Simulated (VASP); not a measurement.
# MoS2 (P6_3/mmc) in VASP: single point with PBE+D3(BJ)

Aim: the single point of MoS2 with PBE+D3(BJ).

Everything below comes from runs of VASP 6.6.1. Logs are shortened: lines on timing, memory, paths and dates and some standing lists are left out, and cuts for length are marked.

### Step 1. The cell of the first run

Symmetry: P6_3/mmc, No. 194, hexagonal system. Conventional cell: a = 3.161 Å, b = 3.161 Å, c = 12.384 Å, α = 90.00°, β = 90.00°, γ = 120.00°. Mo (site symmetry -6m2) has 6 S at 2.40 Å and 6 Mo at 3.16 Å within 3.2 Å. S (site symmetry 3m) has 3 Mo at 2.40 Å and 7 S at 3.13 to 3.16 Å within 3.2 Å.

### Step 2. Single point, PBE+D3(BJ)

File INCAR:

```
SYSTEM = MoS2
  PREC = Accurate
  ENCUT = 520
  EDIFF = 1E-7
  ISMEAR = 0
  SIGMA = 0.01
  LREAL = Auto
  LASPH = .True.
  NELM = 80
  ALGO = Normal
  ISIF = 2
  LWAVE = .False.
  LCHARG = .False.
  GGA = PE
  IVDW = 12
  NBANDS = 122
```

File KPOINTS:

```
Automatic mesh
0
Gamma
  4 4 2
  0 0 0
```

File POSCAR:

```
MoS2
1.0
    6.3225532518      0.0000000000      0.0000000000
   -3.1612766259      5.4754917328      0.0000000000
    0.0000000000      0.0000000000     12.3842915501
Mo S
8 16
Direct
    0.1666666667      0.3333333333      0.2500000000
    0.3333333333      0.1666666667      0.7500000000
    0.1666666667      0.8333333333      0.2500000000
    0.3333333333      0.6666666667      0.7500000000
    0.6666666667      0.3333333333      0.2500000000
    0.8333333333      0.1666666667      0.7500000000
    0.6666666667      0.8333333333      0.2500000000
    0.8333333333      0.6666666667      0.7500000000
    0.1666666667      0.3333333333      0.6236241647
    0.3333333333      0.1666666667      0.1236241647
    0.1666666667      0.3333333333      0.8763758353
    0.3333333333      0.1666666667      0.3763758353
    0.1666666667      0.8333333333      0.6236241647
    0.3333333333      0.6666666667      0.1236241647
    0.1666666667      0.8333333333      0.8763758353
    0.3333333333      0.6666666667      0.3763758353
    0.6666666667      0.3333333333      0.6236241647
    0.8333333333      0.1666666667      0.1236241647
    0.6666666667      0.3333333333      0.8763758353
    0.8333333333      0.1666666667      0.3763758353
    0.6666666667      0.8333333333      0.6236241647
    0.8333333333      0.6666666667      0.1236241647
    0.6666666667      0.8333333333      0.8763758353
    0.8333333333      0.6666666667      0.3763758353
```

Potentials or basis: VASP PAW PBE potentials, release 64 (Mo_sv, S).

Run with:

```
$ cat potpaw_PBE.64/Mo_sv/POTCAR potpaw_PBE.64/S/POTCAR > POTCAR
$ mpirun -np 1 vasp_std > vasp.out
```

OUTCAR:

```text
SYSTEM = MoS2
   PREC = Accurate
   ENCUT = 520
   EDIFF = 1E-7
   ISMEAR = 0
   LREAL = Auto
   LASPH = .True.
   NELM = 80
   ISIF = 2
   GGA = PE
   IVDW = 12
 IVDW          = 12

 ion  position               nearest neighbor table
   1  0.167  0.333  0.250-  10 2.40  12 2.40  14 2.40  16 2.40  18 2.40  20 2.40   3 3.16   7 3.16
                             3 3.16   7 3.16   5 3.16   5 3.16
   2  0.333  0.167  0.750-   9 2.40  11 2.40  13 2.40  15 2.40  17 2.40  19 2.40   4 3.16   8 3.16
                             4 3.16   8 3.16   6 3.16   6 3.16
   3  0.167  0.833  0.250-  14 2.40  16 2.40  10 2.40  12 2.40  22 2.40  24 2.40   1 3.16   5 3.16
                             1 3.16   5 3.16   7 3.16   7 3.16
   4  0.333  0.667  0.750-  13 2.40  15 2.40   9 2.40  11 2.40  21 2.40  23 2.40   2 3.16   6 3.16
                             2 3.16   6 3.16   8 3.16   8 3.16
   5  0.667  0.333  0.250-  18 2.40  20 2.40  22 2.40  24 2.40  10 2.40  12 2.40   3 3.16   7 3.16
                             7 3.16   3 3.16   1 3.16   1 3.16
   6  0.833  0.167  0.750-  17 2.40  19 2.40  21 2.40  23 2.40   9 2.40  11 2.40   4 3.16   8 3.16
                             8 3.16   4 3.16   2 3.16   2 3.16
   7  0.667  0.833  0.250-  22 2.40  24 2.40  18 2.40  20 2.40  14 2.40  16 2.40   1 3.16   5 3.16
                             5 3.16   1 3.16   3 3.16   3 3.16
   8  0.833  0.667  0.750-  21 2.40  23 2.40  17 2.40  19 2.40  13 2.40  15 2.40   2 3.16   6 3.16
                             6 3.16   2 3.16   4 3.16   4 3.16
   9  0.167  0.333  0.624-   2 2.40   4 2.40   6 2.40
[... 22 lines left out ...]
 A1 = (   6.3225532518,   0.0000000000,   0.0000000000)
 A2 = (  -3.1612766259,   5.4754917328,   0.0000000000)
 A3 = (   0.0000000000,   0.0000000000,  12.3842915501)

Analysis of symmetry for initial positions (statically):
=====================================================================
 Subroutine PRICEL returns following result:

  LATTYP: Found a hexagonal cell.
 ALAT       =     3.1612766259
 C/A-ratio  =     3.9174969532

  Lattice vectors:

 A1 = (   3.1612766259,   0.0000000000,   0.0000000000)
 A2 = (  -1.5806383129,   2.7377458664,   0.0000000000)
 A3 = (   0.0000000000,   0.0000000000,  12.3842915501)

   4 primitive cells build up your supercell.

 Routine SETGRP: Setting up the symmetry group for a
 hexagonal supercell.

 Subroutine GETGRP returns: Found 24 space group operations
 (whereof 12 operations were pure point group operations)
 out of a pool of 24 trial point group operations.

The static configuration has the point symmetry D_3d.
 The point group associated with its full space group is D_6h.

Analysis of symmetry for dynamics (positions and initial velocities):
[... 124 lines left out ...]
   PSTRESS=    0.0 pullay stress
   NELECT =     208.0000    total number of electrons
   NUPDOWN=      -1.0000    fix difference up-down
   EMIN   =  10.00;   EMAX   =-10.00  energy-range for DOS
   EFERMI =   0.00;   METHOD = LEGACY
   ISMEAR =     0;   SIGMA  =   0.01  broadening in eV -4-tet -1-fermi 0-gaus
   EFERMI_NEDOS =   21; number of points for ismear=-14 and -15
   IALGO  =     38    algorithm
   IMIX   =      4    mixing-type and parameters
     AMIX     =   0.40;   BMIX     =  1.00
     AMIX_MAG =   1.60;   BMIX_MAG =  1.00
  volume/ion in A,a.u.               =      17.86       120.55
  Fermi-wavevector in a.u.,A,eV,Ry     =   1.286373  2.430893 22.514325  1.654756
  Thomas-Fermi vector in A             =   2.418452
   LORBIT       =      0    0 simple, 1 ext, 2 COOP (PROOUT), +10 PAW based schemes
   GGA     = PE    functional components
   LHFCALC =     F    Hartree Fock is set to
   AEXX    =    0.0000 exact exchange contribution
   IVDW    =    12    specifies the selected vdW correction
   LEPSILON=     F    determine dielectric tensor
   LRPA    =     F    only Hartree local field effects (RPA)
 non-spin polarized calculation
 Gauss-broadening in eV      SIGMA  =   0.01
  energy-cutoff  :      520.00
  volume of cell :      428.73
 maximum number of plane-waves:     11590
 NGX is ok and might be reduce to    48
   NGX = 23   NGY = 23   NGZ = 47

 number of electron     207.9999985 magnetization

 Free energy of the ion-electron system (eV)
  ---------------------------------------------------
  ext. energy  EPLUGINS =         0.00000000
  ---------------------------------------------------
  free energy    TOTEN  =      -174.47148251 eV

  energy without entropy =     -174.47148251  energy(sigma->0) =     -174.47148251

 E-fermi :   7.6274     XC(G=0): -10.8061

 val. band max:        7.4533263717   @ k =   0.0000   0.0000   0.0000
 cond. band min:       8.4809690390   @ k =   0.2500   0.2500   0.0000
 fundamental gap:      1.0276426673
 Fermi energy:         7.6273637144

 k-point     1 :       0.0000    0.0000    0.0000
  band No.  band energies     occupation
      1     -54.0158      2.00000
      2     -54.0158      2.00000
      3     -53.9748      2.00000
      4     -53.9748      2.00000
      5     -53.9748      2.00000
      6     -53.9748      2.00000
[... 941 lines left out ...]
    115       9.3715      0.00000
    116       9.3715      0.00000
 [bands above 116 left out]

------------------------ aborting loop because EDIFF is reached ----------------------------------------

 Edisp (eV)  -10.16232

 E8    (eV) :    -4.0987

  FORCE on cell =-STRESS in cart. coord.  units (eV):
  Direction    XX          YY          ZZ          XY          YZ          ZX
  --------------------------------------------------------------------------------------
  -------------------------------------------------------------------------------------
  Total      -3.62345    -3.62345    -3.84823     0.00000     0.00000     0.00000
  in kB     -13.54087   -13.54087   -14.38085     0.00000     0.00000     0.00000
  external pressure =      -13.82 kB  Pullay stress =        0.00 kB

 VOLUME and BASIS-vectors are now :
 -----------------------------------------------------------------------------
  energy-cutoff  :      520.00
  volume of cell :      428.73
      direct lattice vectors                 reciprocal lattice vectors
     6.322553252  0.000000000  0.000000000     0.158163951  0.091315999  0.000000000
    -3.161276626  5.475491733  0.000000000     0.000000000  0.182631999  0.000000000
     0.000000000  0.000000000 12.384291550     0.000000000  0.000000000  0.080747453

 POSITION                                       TOTAL-FORCE (eV/Angst)
 -----------------------------------------------------------------------------------
      0.00000      1.82516      3.09607        -0.000000      0.000000      0.000000
      1.58064      0.91258      9.28822         0.000000      0.000000      0.000000
     -1.58064      4.56291      3.09607        -0.000000      0.000000      0.000000
     -0.00000      3.65033      9.28822         0.000000     -0.000000      0.000000
      3.16128      1.82516      3.09607        -0.000000      0.000000      0.000000
      4.74191      0.91258      9.28822         0.000000     -0.000000      0.000000
[... 16 lines left out ...]
      1.58064      4.56291     10.85329         0.000000      0.000000     -0.011772
      3.16128      3.65033      4.66115        -0.000000     -0.000000     -0.011772
 -----------------------------------------------------------------------------------
    total drift:                                0.000000     -0.000000     -0.000000

  FREE ENERGIE OF THE ION-ELECTRON SYSTEM (eV)
  ---------------------------------------------------
  free  energy   TOTEN  =      -184.6338037445 eV

  energy  without entropy=     -184.6338037445  energy(sigma->0) =     -184.63380374
```

OSZICAR:

```text
N       E                     dE             d eps       ncg     rms          rms(c)
DAV:   1     0.198973509156E+04    0.19897E+04   -0.11589E+05  2168   0.162E+03
DAV:   2    -0.398130310492E+02   -0.20295E+04   -0.19746E+04  2378   0.417E+02
DAV:   3    -0.181470664779E+03   -0.14166E+03   -0.13957E+03  2416   0.947E+01
[... 11 lines left out ...]
DAV:  15    -0.174471483100E+03   -0.40297E-05   -0.11931E-05  2344   0.893E-03    0.519E-03
DAV:  16    -0.174471482320E+03    0.78078E-06   -0.29016E-06  2160   0.416E-03    0.334E-03
DAV:  17    -0.174471482733E+03   -0.41296E-06   -0.67787E-07  2048   0.187E-03    0.305E-03
DAV:  18    -0.174471482581E+03    0.15169E-06   -0.55300E-08  1392   0.650E-04    0.123E-03
DAV:  19    -0.174471482508E+03    0.72996E-07   -0.24950E-08  1352   0.435E-04
   1 F= -.18463380E+03 E0= -.18463380E+03  d E =-.504468-135
```

Run time: 17 min. Hardware: 1 thread of Intel Xeon Platinum 8124M at 3.00GHz (Skylake/Cascade Lake), shared host; peak memory 0.63 GiB.

What came out:

```
Free energy                : -184.6338 eV
Pressure                   : -1.4 GPa
Largest force              : 0.012 eV/Å
Band gap on the k mesh     : 1.03 eV
Dispersion energy per atom : -0.423 eV
```

Forces in eV/Å, atoms in the order of the input:
```
Mo   0.000  0.000  0.000
Mo   0.000  0.000  0.000
Mo   0.000  0.000  0.000
Mo   0.000  0.000  0.000
Mo   0.000  0.000  0.000
Mo   0.000  0.000  0.000
Mo   0.000  0.000  0.000
Mo   0.000  0.000  0.000
S    0.000  0.000  0.012
S    0.000  0.000  0.012
S    0.000  0.000 -0.012
S    0.000  0.000 -0.012
S    0.000  0.000  0.012
S    0.000  0.000  0.012
S    0.000  0.000 -0.012
S    0.000  0.000 -0.012
S    0.000  0.000  0.012
S    0.000  0.000  0.012
S    0.000  0.000 -0.012
S    0.000  0.000 -0.012
S    0.000  0.000  0.012
S    0.000  0.000  0.012
S    0.000  0.000 -0.012
S    0.000  0.000 -0.012
```

A k mesh can miss the band edges. Expect the measured gap to be larger: semilocal functionals such as PBE lack the derivative discontinuity.
